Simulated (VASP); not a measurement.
# CdTe (I-4m2) in VASP: further runs, part 2 of 2

VASP 6.6.1. Earlier steps stand in the parts before.

## (3) Single point, PBEsol (in-plane strain +0.01)

INCAR

```
PREC = Accurate ; ENCUT = 520
EDIFF = 1E-6 ; ISMEAR = 0
SIGMA = 0.01 ; LREAL = F
LASPH = T ; NELM = 60
ALGO = Normal ; ISIF = 2
LWAVE = F ; LCHARG = T
GGA = PS ; LELF = T
LVHAR = T ; NBANDS = 16
```

KPOINTS

```
regular mesh
0
Gamma
  6 6 6
```

POSCAR

```
CdTe
1.0
    3.2771516875      3.2771516875      0.0000000000
   -3.2771516875      3.2771516875      0.0000000000
    0.0000000000      3.2771516875      3.2252364132
Cd Te
1 1
Direct
    0.0000000000      0.0000000000      0.0000000000
    0.7500000000      0.2500000000      0.5000000000
```

Potentials or basis: VASP PAW PBE potentials, release 64 (Cd, Te).

On the command line:

```console
$ cat potpaw_PBE.64/Cd/POTCAR potpaw_PBE.64/Te/POTCAR > POTCAR
$ mpirun -np 1 vasp_std > vasp.out
```

OUTCAR:

```text
PREC = Accurate
   ENCUT = 520
   EDIFF = 1E-6
   ISMEAR = 0
   LREAL = F
   LASPH = T
   NELM = 60
   ISIF = 2
   GGA = PS

 ion  position               nearest neighbor table
   1  0.000  0.000  0.000-   2 2.82   2 2.82   2 2.82   2 2.82
   2  0.750  0.250  0.500-   1 2.82   1 2.82   1 2.82   1 2.82

  LATTYP: Found a body centered tetragonal cell.
 ALAT       =     4.6345923624
 C/A-ratio  =     1.3918101792

  Lattice vectors:

 A1 = (   3.2771516875,   0.0000000000,  -3.2252364132)
 A2 = (  -3.2771516875,   0.0000000000,  -3.2252364132)
 A3 = (   0.0000000000,   3.2771516875,   3.2252364132)

Analysis of symmetry for initial positions (statically):
=====================================================================
 Subroutine PRICEL returns:
 Original cell was already a primitive cell.

 Routine SETGRP: Setting up the symmetry group for a
 body centered tetragonal supercell.

 Subroutine GETGRP returns: Found  8 space group operations
 (whereof  8 operations were pure point group operations)
 out of a pool of 16 trial point group operations.

The static configuration has the point symmetry D_2d.
[... 156 lines left out ...]
  ext. energy  EPLUGINS =         0.00000000
  ---------------------------------------------------
  free energy    TOTEN  =        -5.48228082 eV

  energy without entropy =       -5.48228082  energy(sigma->0) =       -5.48228082

 E-fermi :   2.1709     XC(G=0):  -8.7013

 val. band max:        2.0883538612   @ k =   0.0000   0.0000   0.0000
 cond. band min:       2.6618007678   @ k =   0.0000   0.0000   0.0000
 fundamental gap:      0.5734469066
 Fermi energy:         2.1708900873

 k-point     1 :       0.0000    0.0000    0.0000
  band No.  band energies     occupation
      1      -9.0558      2.00000
      2      -6.1451      2.00000
      3      -6.1451      2.00000
      4      -6.1414      2.00000
      5      -5.8937      2.00000
      6      -5.8911      2.00000
[... 433 lines left out ...]
      3      -6.0295      2.00000
      4      -5.9167      2.00000
      5      -5.8893      2.00000
      6      -5.4134      2.00000
[... 8 lines left out ...]
     15      12.4294      0.00000
     16      13.2197      0.00000

 [... further k-points ...]
[... 5 lines left out ...]
  --------------------------------------------------------------------------------------
  -------------------------------------------------------------------------------------
  Total       -0.2088578     -0.2088578     -0.0910476      0.0000000     -0.0000000      0.0000000
  in kB       -4.8303287     -4.8303287     -2.1056904      0.0000000     -0.0000000      0.0000000
  external PRESSURE =      -3.9221159 kB  Pullay stress =       0.0000000 kB

 VOLUME and BASIS-vectors are now :
 -----------------------------------------------------------------------------
  energy-cutoff  :      520.00
  volume of cell :       69.28
      direct lattice vectors                 reciprocal lattice vectors
     3.277151687  3.277151687  0.000000000     0.152571516  0.152571516 -0.155027395
    -3.277151687  3.277151687  0.000000000    -0.152571516  0.152571516 -0.155027395
     0.000000000  3.277151687  3.225236413     0.000000000  0.000000000  0.310054790

 POSITION                                       TOTAL-FORCE (eV/Angst)
 -----------------------------------------------------------------------------------
      0.00000      0.00000      0.00000        -0.000000      0.000000      0.000000
      1.63858      4.91573      1.61262         0.000000     -0.000000      0.000000
 -----------------------------------------------------------------------------------
    total drift:                                0.000000      0.000000      0.000000

  FREE ENERGIE OF THE ION-ELECTRON SYSTEM (eV)
  ---------------------------------------------------
  free  energy   TOTEN  =        -5.4822808159 eV

  energy  without entropy=       -5.4822808159  energy(sigma->0) =       -5.48228082
```

stdout:

```text
POSCAR found type information on POSCAR CdTe
 POSCAR found :  2 types and       2 ions
 scaLAPACK will be used
 -----------------------------------------------------------------------------
|                                                                             |
|                                                                             |
|     You enforced a specific xc type in the INCAR file but a different       |
|     I HOPE YOU KNOW WHAT YOU ARE DOING!                                     |
|                                                                             |
 -----------------------------------------------------------------------------

 LDA part: xc-table for (Slater+PW92), standard interpolation
 POSCAR, INCAR and KPOINTS ok, starting setup
 FFT: planning ... GRIDC
 FFT: planning ... GRID_SOFT
 FFT: planning ... GRID
 WAVECAR not read
 entering main loop
```

Wall time 31 s (1 thread of AMD EPYC 7R13 (Zen 3), shared host); peak memory 0.19 GiB.

Results:

```yaml
Free_energy: -5.4823 eV
Pressure: -0.4 GPa
Band_gap_on_the_k_mesh: 0.57 eV, direct
```

Caveat: the cell differs from its parent crystal (in-plane strain +0.01); the PAW data sets were made with another functional, which shifts forces and pressure a little; spin-orbit coupling is left out, which moves the levels of the heavy elements.
